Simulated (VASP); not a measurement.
# BAs (F-43m) in VASP: further runs

BAs is run at these levels: PBEsol; tasks: single point.

All numbers are computed with VASP 6.6.1; they aren't measurements. Logs are shortened: lines on timing, memory, paths and dates and some standing lists are left out, and cuts for length are marked.

**1. The cell of the first run**

It takes space group F-43m (No. 216, cubic). The conventional cell has a = 4.792 Å, b = 4.792 Å, c = 4.792 Å, α = 90.00°, β = 90.00°, γ = 90.00°. Within 2.7 Å of B (site symmetry -43m) lie 4 As at 2.07 Å. Within 2.7 Å of As (site symmetry -43m) lie 4 B at 2.07 Å.

**2. Single point, PBEsol**

The input, INCAR:

```
PREC     = Accurate       # precision mode
ENCUT    = 500            # plane-wave cutoff, eV
EDIFF    = 1E-6           # SCF threshold, eV
ISMEAR   = 0              # smearing method
SIGMA    = 0.01           # smearing width, eV
LREAL    = F              # projectors in reciprocal space
LASPH    = T              # aspherical terms in the spheres
NELM     = 120            # most SCF steps
ALGO     = Normal         # electronic algorithm
ISIF     = 2              # what is computed and relaxed
LWAVE    = F              # write WAVECAR
LCHARG   = T              # write CHGCAR
GGA      = PS             # functional
LELF     = T              # ELF
LVHAR    = T            
NBANDS   = 11             # bands
GGA_COMPAT= F
```

The input, KPOINTS:

```
regular mesh
0
Gamma
  6 6 6
```

The input, POSCAR:

```
BAs
1.0
    0.0000000000      2.3957666737      2.3957666737
    2.3957666737      0.0000000000      2.3957666737
    2.3957666737      2.3957666737      0.0000000000
B As
1 1
Direct
    0.0000000000      0.0000000000      0.0000000000
    0.2500000000      0.2500000000      0.2500000000
```

Potentials or basis: VASP PAW PBE potentials, release 64 (B, As).

Started as:

```sh
cat potpaw_PBE.64/B/POTCAR potpaw_PBE.64/As/POTCAR > POTCAR
mpirun -np 1 vasp_std > vasp.out
```

OUTCAR:

```text
PREC = Accurate
   ENCUT = 500
   EDIFF = 1E-6
   ISMEAR = 0
   LREAL = F
   LASPH = T
   NELM = 120
   ISIF = 2
   GGA = PS

 ion  position               nearest neighbor table
   1  0.000  0.000  0.000-   2 2.07   2 2.07   2 2.07   2 2.07
   2  0.250  0.250  0.250-   1 2.07   1 2.07   1 2.07   1 2.07

  LATTYP: Found a face centered cubic cell.
 ALAT       =     4.7915333474

  Lattice vectors:

 A1 = (   0.0000000000,   2.3957666737,   2.3957666737)
 A2 = (   2.3957666737,   0.0000000000,   2.3957666737)
 A3 = (   2.3957666737,   2.3957666737,   0.0000000000)

Analysis of symmetry for initial positions (statically):
=====================================================================
 Subroutine PRICEL returns:
 Original cell was already a primitive cell.

 Routine SETGRP: Setting up the symmetry group for a
 face centered cubic supercell.

 Subroutine GETGRP returns: Found 24 space group operations
 (whereof 24 operations were pure point group operations)
 out of a pool of 48 trial point group operations.

The static configuration has the point symmetry T_d .

Analysis of symmetry for dynamics (positions and initial velocities):
=====================================================================
 Subroutine PRICEL returns:
 Original cell was already a primitive cell.

 Routine SETGRP: Setting up the symmetry group for a
 face centered cubic supercell.

 Subroutine GETGRP returns: Found 24 space group operations
 (whereof 24 operations were pure point group operations)
 out of a pool of 48 trial point group operations.

The dynamic configuration has the point symmetry T_d .

 Subroutine INISYM returns: Found 24 space group operations
 (whereof 24 operations are pure point group operations),
 and found     1 'primitive' translations

----------------------------------------------------------------------------------------

                                     Primitive cell

  volume of cell :      27.5020

  direct lattice vectors                    reciprocal lattice vectors
     0.000000000  2.395766674  2.395766674    -0.208701459  0.208701459  0.208701459
     2.395766674  0.000000000  2.395766674     0.208701459 -0.208701459  0.208701459
     2.395766674  2.395766674  0.000000000     0.208701459  0.208701459 -0.208701459

  length of vectors
     3.388125722  3.388125722  3.388125722     0.361481530  0.361481530  0.361481530

  position of ions in fractional coordinates (direct lattice)
     0.000000000  0.000000000  0.000000000
     0.250000000  0.250000000  0.250000000

  ion indices of the primitive-cell ions
   primitive index   ion index
                 1           1
                 2           2

----------------------------------------------------------------------------------------

 KPOINTS: regular mesh

Automatic generation of k-mesh.
 Grid dimensions read from file:
 generate k-points for:    6    6    6

 Generating k-lattice:

  Cartesian coordinates                     Fractional coordinates (reciprocal lattice)
    -0.034783576  0.034783576  0.034783576     0.166666667  0.000000000  0.000000000
     0.034783576 -0.034783576  0.034783576     0.000000000  0.166666667  0.000000000
     0.034783576  0.034783576 -0.034783576     0.000000000  0.000000000  0.166666667

  Length of vectors
     0.060246922  0.060246922  0.060246922

  Shift w.r.t. Gamma in fractional coordinates (k-lattice)
     0.000000000  0.000000000  0.000000000

 Subroutine IBZKPT returns following result:
 ===========================================

 Found     16 irreducible k-points:

 Following reciprocal coordinates:
            Coordinates               Weight
  0.000000  0.000000  0.000000      1.000000
  0.166667  0.000000  0.000000      8.000000
  0.333333  0.000000  0.000000      8.000000
  0.500000  0.000000  0.000000      4.000000
  0.166667  0.166667  0.000000      6.000000
  0.333333  0.166667  0.000000     24.000000
[... 8 lines left out ...]
 -0.333333  0.333333  0.166667     24.000000
 -0.333333  0.500000  0.166667     12.000000
   k-points           NKPTS =     16   k-points in BZ     NKDIM =     16   number of bands    NBANDS=     11
   number of dos      NEDOS =    301   number of ions     NIONS =      2
   total plane-waves  NPLWV =  21952
   dimension x,y,z NGX =    28 NGY =   28 NGZ =   28
   dimension x,y,z NGXF=    56 NGYF=   56 NGZF=   56
   ions per type =               1   1
   NGX,Y,Z   is equivalent  to a cutoff of  13.74, 13.74, 13.74 a.u.
   NGXF,Y,Z  is equivalent  to a cutoff of  27.48, 27.48, 27.48 a.u.
 SYSTEM =  unknown system
   PREC   = accura    normal or accurate (medium, high low for compatibility)
   ISTART =      0    job   : 0-new  1-cont  2-samecut
   ICHARG =      2    charge: 1-file 2-atom 10-const
   ISPIN  =      1    spin polarized calculation?
   LNONCOLLINEAR =      F non collinear calculations
   LSORBIT =      F    spin-orbit coupling
   LASPH  =      T    aspherical Exc in radial PAW
[... 35 lines left out ...]
  energy-cutoff  :      500.00
  volume of cell :       27.50
 maximum number of plane-waves:       725
 NGX is ok and might be reduce to    28
   NGX = 13   NGY = 13   NGZ = 13

 number of electron       8.0000000 magnetization

 Free energy of the ion-electron system (eV)
  ---------------------------------------------------
  ext. energy  EPLUGINS =         0.00000000
  ---------------------------------------------------
  free energy    TOTEN  =       -12.18318441 eV

  energy without entropy =      -12.18318441  energy(sigma->0) =      -12.18318441

 E-fermi :   6.0398     XC(G=0): -10.6897

 val. band max:        5.9503385922   @ k =   0.0000   0.0000   0.0000
 cond. band min:       7.1376548915   @ k =   0.3333   0.3333   0.0000
 fundamental gap:      1.1873162994
 Fermi energy:         6.0398263511

 k-point     1 :       0.0000    0.0000    0.0000
  band No.  band energies     occupation
      1      -9.4058      2.00000
      2       5.9503      2.00000
      3       5.9503      2.00000
      4       5.9503      2.00000
      5       9.1762      0.00000
      6       9.1762      0.00000
      7       9.1762      0.00000
      8      10.5169      0.00000
      9      15.2495      0.00000
     10      18.8395      0.00000
     11      18.8395      0.00000

 k-point     2 :       0.1667    0.0000    0.0000
  band No.  band energies     occupation
      1      -8.9557      2.00000
      2       2.9878      2.00000
      3       5.2694      2.00000
      4       5.2694      2.00000
      5       9.1685      0.00000
      6      10.0603      0.00000
      7      10.0603      0.00000
      8      12.4961      0.00000
      9      16.6840      0.00000
     10      17.1354      0.00000
     11      17.1354      0.00000

 k-point     3 :       0.3333    0.0000    0.0000
  band No.  band energies     occupation
      1      -7.6977      2.00000
      2      -0.7824      2.00000
      3       4.4394      2.00000
      4       4.4394      2.00000
      5       8.7218      0.00000
      6      10.7154      0.00000
      7      10.7154      0.00000
      8      14.4900      0.00000
      9      17.1955      0.00000
     10      17.8624      0.00000
     11      17.8624      0.00000

 k-point     4 :       0.5000    0.0000    0.0000
  band No.  band energies     occupation
      1      -6.5539      2.00000
      2      -2.8180      2.00000
      3       4.1359      2.00000
      4       4.1359      2.00000
      5       8.5497      0.00000
      6      10.6629      0.00000
      7      10.6629      0.00000
      8      14.6358      0.00000
      9      18.4367      0.00000
     10      20.3777      0.00000
     11      20.3777      0.00000
[... 127 lines left out ...]
 k-point    14 :       0.5000    0.3333    0.1667
  band No.  band energies     occupation
      1      -6.6254      2.00000
      2      -0.7832      2.00000
      3       1.0750      2.00000
      4       2.7343      2.00000
      5       9.6529      0.00000
      6      11.0329      0.00000
      7      11.7189      0.00000
      8      14.9009      0.00000
      9      17.2641      0.00000
     10      19.5161      0.00000
     11      21.8260      0.00000

 k-point    15 :      -0.3333    0.3333    0.1667
  band No.  band energies     occupation
      1      -5.6097      2.00000
      2      -2.0633      2.00000
      3       0.5347      2.00000
      4       2.0851      2.00000
      5      10.1970      0.00000
      6      11.0879      0.00000
      7      13.3131      0.00000
      8      14.7212      0.00000
      9      16.0732      0.00000
     10      20.2697      0.00000
     11      22.0211      0.00000

 k-point    16 :      -0.3333    0.5000    0.1667
  band No.  band energies     occupation
      1      -5.1398      2.00000
      2      -2.2051      2.00000
      3       0.7948      2.00000
      4       0.9885      2.00000
      5       9.6426      0.00000
      6       9.8273      0.00000
      7      14.5026      0.00000
      8      14.7105      0.00000
      9      18.1303      0.00000
     10      21.4199      0.00000
     11      21.6376      0.00000

------------------------ aborting loop because EDIFF is reached ----------------------------------------

  FORCE on cell =-STRESS in cart. coord.  units (eV):
  Direction    XX          YY          ZZ          XY          YZ          ZX
  --------------------------------------------------------------------------------------
  -------------------------------------------------------------------------------------
  Total       -0.2002679     -0.2002679     -0.2002679      0.0000000      0.0000000     -0.0000000
  in kB      -11.6669802    -11.6669802    -11.6669802      0.0000000      0.0000000     -0.0000000
  external PRESSURE =     -11.6669802 kB  Pullay stress =       0.0000000 kB

 VOLUME and BASIS-vectors are now :
 -----------------------------------------------------------------------------
  energy-cutoff  :      500.00
  volume of cell :       27.50
      direct lattice vectors                 reciprocal lattice vectors
     0.000000000  2.395766674  2.395766674    -0.208701459  0.208701459  0.208701459
     2.395766674  0.000000000  2.395766674     0.208701459 -0.208701459  0.208701459
     2.395766674  2.395766674  0.000000000     0.208701459  0.208701459 -0.208701459

 POSITION                                       TOTAL-FORCE (eV/Angst)
 -----------------------------------------------------------------------------------
      0.00000      0.00000      0.00000         0.000000      0.000000      0.000000
      1.19788      1.19788      1.19788        -0.000000     -0.000000     -0.000000
 -----------------------------------------------------------------------------------
    total drift:                               -0.000000     -0.000000     -0.000000

  FREE ENERGIE OF THE ION-ELECTRON SYSTEM (eV)
  ---------------------------------------------------
  free  energy   TOTEN  =       -12.1831844112 eV

  energy  without entropy=      -12.1831844112  energy(sigma->0) =      -12.18318441
```

It took 3.8 s on 1 thread of Intel Xeon 6975P-C (Granite Rapids), shared host; peak memory 0.15 GiB.

Results:

```yaml
Free_energy: -12.1832 eV
Pressure: -1.2 GPa
Band_gap_on_the_k_mesh: 1.19 eV, indirect (least direct gap 3.23 eV)
```

Levels at points of the mesh, in eV from the valence-band top:
```
           k point  band 1  band 2  band 3  band 4  band 5  band 6  band 7  band 8  band 9
(0.00, 0.00, 0.00)  -15.36    0.00    0.00    0.00    3.23    3.23    3.23    4.57    9.30
(0.50, 0.00, 0.00)  -12.50   -8.77   -1.81   -1.81    2.60    4.71    4.71    8.69   12.49
(0.50, 0.50, 0.00)  -11.21   -8.48   -4.07   -4.07    1.32    1.35   11.26   11.26   12.70
```

Caveat: the PAW data sets were made with another functional, which shifts forces and pressure a little. A hybrid or GW would open this gap; PBEsol tends to underestimate it.

**3. Single point, PBEsol**

This run uses another cell than the first one, of 13.55 Å³/atom, 0.986 times its volume.

The input, INCAR:

```
SYSTEM = BAs
ALGO = Normal
EDIFF = 1E-6
ENCUT = 500
GGA = PS
GGA_COMPAT = .FALSE.
ISIF = 2
ISMEAR = 0
LASPH = .TRUE.
LCHARG = .FALSE.
LREAL = .FALSE.
LWAVE = .FALSE.
NBANDS = 11
NELM = 120
PREC = Accurate
SIGMA = 0.01
```

The input, KPOINTS:

```
k-points
0
G
  6 6 6
  0 0 0
```

The input, POSCAR:

```
BAs
1.0
    0.0000000000      2.3841689088      2.3841689088
    2.3841689088      0.0000000000      2.3841689088
    2.3841689088      2.3841689088      0.0000000000
B As
1 1
Direct
    0.0000000000      0.0000000000      0.0000000000
    0.2500000000      0.2500000000      0.2500000000
```

Potentials or basis: VASP PAW PBE potentials, release 64 (B, As).

Started as:

```sh
cat potpaw_PBE.64/B/POTCAR potpaw_PBE.64/As/POTCAR > POTCAR
mpirun -np 1 vasp_std > vasp.out
```

It took 3.4 s on 1 thread of Intel Xeon 6975P-C (Granite Rapids), shared host; peak memory 0.15 GiB.

Results (log left out):

* Free energy: -12.1835 eV
* Pressure: 0.9 GPa
* Band gap on the k mesh: 1.18 eV, indirect (least direct gap 3.24 eV)

Levels at points of the mesh, in eV from the valence-band top:
| k point | band 2 | band 3 | band 4 | band 5 | band 6 | band 7 |
| --- | --- | --- | --- | --- | --- | --- |
| (0.00, 0.00, 0.00) | 0.00 | 0.00 | 0.00 | 3.24 | 3.24 | 3.24 |
| (0.50, 0.00, 0.00) | -8.88 | -1.84 | -1.84 | 2.68 | 4.73 | 4.73 |
| (0.50, 0.50, 0.00) | -8.56 | -4.13 | -4.13 | 1.30 | 1.33 | 11.40 |

Caveat: the PAW data sets were made with another functional, which shifts forces and pressure a little. A k mesh can miss the band edges.

**4. Single point, PBEsol**

This run uses another cell than the first one, of 13.37 Å³/atom, 0.972 times its volume.

The input, INCAR:

```
SYSTEM = BAs
PREC     = Accurate       ! precision mode
ENCUT    = 500            ! plane-wave cutoff, eV
EDIFF    = 1E-6           ! SCF threshold, eV
ISMEAR   = 0              ! smearing method
SIGMA    = 0.01           ! smearing width, eV
LREAL    = .False.        ! projectors in reciprocal space
LASPH    = .True.         ! aspherical terms in the spheres
NELM     = 120            ! most SCF steps
ALGO     = Normal         ! electronic algorithm
ISIF     = 2              ! what is computed and relaxed
LWAVE    = .False.        ! write WAVECAR
LCHARG   = .False.        ! write CHGCAR
GGA      = PS             ! functional
NBANDS   = 11             ! bands
GGA_COMPAT= .False.
```

The input, KPOINTS:

```
regular mesh
0
Gamma
  6 6 6
  0 0 0
```

The input, POSCAR:

```
BAs
1.0
    0.0000000000      2.3731594791      2.3731594791
    2.3731594791      0.0000000000      2.3731594791
    2.3731594791      2.3731594791      0.0000000000
B As
1 1
Direct
    0.0000000000      0.0000000000      0.0000000000
    0.2500000000      0.2500000000      0.2500000000
```

Started as:

```sh
cat potpaw_PBE.64/B/POTCAR potpaw_PBE.64/As/POTCAR > POTCAR
mpirun -np 1 vasp_std > vasp.out
```

Run time: 2.3 s. Hardware: 1 thread of Intel Xeon 6975P-C (Granite Rapids), shared host; peak memory 0.13 GiB.

Results (log left out):

```
Free energy            : -12.1789 eV
Pressure               : 2.9 GPa
Band gap on the k mesh : 1.16 eV, indirect (least direct gap 3.26 eV)
```

Levels at points of the mesh, in eV from the valence-band top:
```
           k point  band 1  band 2  band 3  band 4  band 5  band 6  band 7  band 8
(0.00, 0.00, 0.00)  -15.62    0.00    0.00    0.00    3.26    3.26    3.26    4.93
(0.50, 0.00, 0.00)  -12.66   -8.98   -1.86   -1.86    2.77    4.74    4.74    8.74
(0.50, 0.50, 0.00)  -11.32   -8.64   -4.19   -4.19    1.29    1.31   11.53   11.53
```

Caveat: the PAW data sets were made with another functional, which shifts forces and pressure a little. A k mesh can miss the band edges.

**5. Single point, PBEsol**

This run uses another cell than the first one, of 13.11 Å³/atom, 0.953 times its volume.

The input, INCAR:

```
SYSTEM = BAs
ALGO     = Normal         ! electronic algorithm
EDIFF    = 1E-6           ! SCF threshold, eV
ENCUT    = 500            ! plane-wave cutoff, eV
GGA      = PS             ! functional
GGA_COMPAT= .FALSE.      
ISIF     = 2              ! what is computed and relaxed
ISMEAR   = 0              ! smearing method
LASPH    = .TRUE.         ! aspherical terms in the spheres
LCHARG   = .FALSE.        ! write CHGCAR
LREAL    = .FALSE.        ! projectors in reciprocal space
LWAVE    = .FALSE.        ! write WAVECAR
NBANDS   = 11             ! bands
NELM     = 120            ! most SCF steps
PREC     = Accurate       ! precision mode
SIGMA    = 0.01           ! smearing width, eV
```

The input, KPOINTS:

```
k-points
0
G
  6 6 6
  0 0 0
```

The input, POSCAR:

```
BAs
1.0
    0.0000000000      2.3580250919      2.3580250919
    2.3580250919      0.0000000000      2.3580250919
    2.3580250919      2.3580250919      0.0000000000
B As
1 1
Direct
    0.0000000000      0.0000000000      0.0000000000
    0.2500000000      0.2500000000      0.2500000000
```

Started as:

```sh
cat potpaw_PBE.64/B/POTCAR potpaw_PBE.64/As/POTCAR > POTCAR
mpirun -np 1 vasp_std > vasp.out
```

Run time: 2.2 s. Hardware: 1 thread of Intel Xeon 6975P-C (Granite Rapids), shared host; peak memory 0.13 GiB.

Results (log left out):

| Item | Value |
| --- | --- |
| Free energy | -12.1647 eV |
| Pressure | 6.0 GPa |
| Band gap on the k mesh | 1.15 eV, indirect (least direct gap 3.29 eV) |

Levels at points of the mesh, in eV from the valence-band top:
| k point | band 1 | band 2 | band 3 | band 4 | band 5 | band 6 | band 7 | band 8 |
| --- | --- | --- | --- | --- | --- | --- | --- | --- |
| (0.00, 0.00, 0.00) | -15.80 | 0.00 | 0.00 | 0.00 | 3.29 | 3.29 | 3.29 | 5.18 |
| (0.50, 0.00, 0.00) | -12.77 | -9.12 | -1.90 | -1.90 | 2.88 | 4.77 | 4.77 | 8.77 |
| (0.50, 0.50, 0.00) | -11.40 | -8.75 | -4.27 | -4.27 | 1.27 | 1.28 | 11.72 | 11.72 |

Caveat: the PAW data sets were made with another functional, which shifts forces and pressure a little. A k mesh can miss the band edges.

**6. Overview**

| cell | gap on the mesh (eV) | pressure (GPa) |
| --- | --- | --- |
| a = 3.388 Å, angles 60.0°, 2 atoms | 1.19 | -1.2 |
| a = 3.372 Å, angles 60.0°, 2 atoms | 1.18 | 0.9 |
| a = 3.356 Å, angles 60.0°, 2 atoms | 1.16 | 2.9 |
| a = 3.335 Å, angles 60.0°, 2 atoms | 1.15 | 6.0 |

Alike in all rows: task single point; level PBEsol; potentials or basis VASP PAW PBE potentials, release 64 (B, As); no spin polarisation; k mesh 6 × 6 × 6; cutoff (eV) 500; smearing gaussian 0.01 eV.

Caveats: the PAW data sets were made with another functional, which shifts forces and pressure a little.

Total energies depend on the potentials used, so only differences within one code and one set of settings carry meaning.
